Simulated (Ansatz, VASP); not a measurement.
One calculation of ZnS, two programs

```
Zn S
1.0
     5.38903    0.00000    0.00000
     0.00000   -5.38903    0.00000
     0.00000    0.00000   -5.38903
Zn S
4 4
Cartesian
  -0.2864 0.2864 0.0000
  2.6945 -2.6945 0.0000
  2.6945 0.0000 -2.6945
  0.0000 -2.6945 -2.6945
  4.0418 -4.0418 -4.0418
  1.3473 -1.3473 -4.0418
  1.3473 -4.0418 -1.3473
  4.0418 -1.3473 -1.3473
```

Alike in both runs: task single point; functional r2SCAN; k mesh 4 × 4 × 4; occupations gaussian, width 0.05 eV; no spin polarisation.

|  | VASP | Ansatz |
| --- | --- | --- |
| version | VASP 6.6.1 | Ansatz 0.2.0 |
| potentials or method | VASP PAW PBE potentials, release 64 (Zn, S), cutoff 520 eV | scalar-relativistic, plane waves, PAW |
| valence electrons in the cell | 72 | 72 |

|  | VASP | Ansatz | Ansatz less VASP |
| --- | --- | --- | --- |
| gap on the k mesh at the Fermi level (eV) | 2.49 | 2.48 | -0.004 |
| least direct gap on the mesh (eV) | 2.49 | 2.48 | -0.004 |
| pressure (GPa) | 1.7 | 1.6 | -0.12 |
| traceless stress, the component that is largest in VASP (GPa) | -2.31 | -2.26 | +0.043 |
| rms of the force components (eV/Å) | 1.113 | 1.100 | -0.0123 |

VASP's potentials were made for PBE, not for r2SCAN. Atom by atom the forces differ by 0.014 eV/Å (rms over components).
